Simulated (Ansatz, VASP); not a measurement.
**AgB2 in VASP and in Ansatz**

The input INCAR:

```
PREC     = Accurate       # precision mode
ENCUT    = 520            # plane-wave cutoff, eV
EDIFF    = 1E-8           # SCF threshold, eV
ISMEAR   = -1             # smearing method
SIGMA    = 0.05           # smearing width, eV
LREAL    = F              # projectors in reciprocal space
LASPH    = T              # aspherical terms in the spheres
NELM     = 80             # most SCF steps
ALGO     = Normal         # electronic algorithm
ISIF     = 2              # what is computed and relaxed
LWAVE    = F              # write WAVECAR
LCHARG   = F              # write CHGCAR
GGA      = PS             # functional
LEFG     = T            
NBANDS   = 16             # bands
```

KPOINTS

```
regular mesh
0
Gamma
  16 16 13
```

File POSCAR:

```
AgB2
1.0
    3.0198697800      0.0000000000      0.0000000000
   -1.5099348901      2.6152839457      0.0000000000
    0.0000000000      0.0000000000      3.2614575790
Ag B
1 2
Direct
    0.0000000000      0.0000000000      0.0000000000
    0.3333333333      0.6666666667      0.5000000000
    0.6666666667      0.3333333333      0.5000000000
```

Input for Ansatz:

```yaml
crystal:
  lattice:
    - [3.01986978, 0.0, 0.0]
    - [-1.5099348901, 2.6152839457, 0.0]
    - [0.0, 0.0, 3.261457579]
  atoms:
    - { symbol: Ag, position: [0.0, 0.0, 0.0] }
    - { symbol: B, position: [0.3333333333, 0.6666666667, 0.5] }
    - { symbol: B, position: [0.6666666667, 0.3333333333, 0.5] }
kpoints:
  mp_grid: { grid: [16, 16, 13] }
scf:
  occupations: { method: fermi_dirac, width: 0.05 }
hamiltonian:
  xc: pbesol
  pseudopotentials: { kind: paw }
output:
  forces: true
  stress: true
  eigenvalues: true
  efg: { contact_densities: true }
```

Change from the starting cell: volume scaled by 1.02, PAW files.

Alike in both runs: task electric field gradients; functional PBEsol; k mesh 16 × 16 × 13; occupations fermi-dirac, width 0.05 eV; no spin polarisation.

|  | VASP | Ansatz |
| --- | --- | --- |
| version | VASP 6.6.1 | Ansatz 0.2.0 |
| potentials or method | VASP PAW PBE potentials, release 64 (Ag, B) | PAW with Ansatz's default frozen-core files, scalar-relativistic |
| plane-wave cutoff (eV) | 520 | 420 |
| valence electrons in the cell | 17 | 25 |

```tsv
	VASP	Ansatz	Ansatz less VASP
pressure (GPa)	39.9	39.9	-0.03
traceless stress, the component that is largest in VASP (GPa)	20.78	20.91	+0.127
size of Vzz on the site where it differs most (V/Å²)	29.3	26.0	-3.25
```

VASP's potentials were made for PBE, not for PBEsol. Both programs put the cell under a high pressure, so it lies far from rest at this level. VASP's potentials hold 17 valence electrons a cell and Ansatz's 25, so a difference there can come from the potentials and not from the codes.
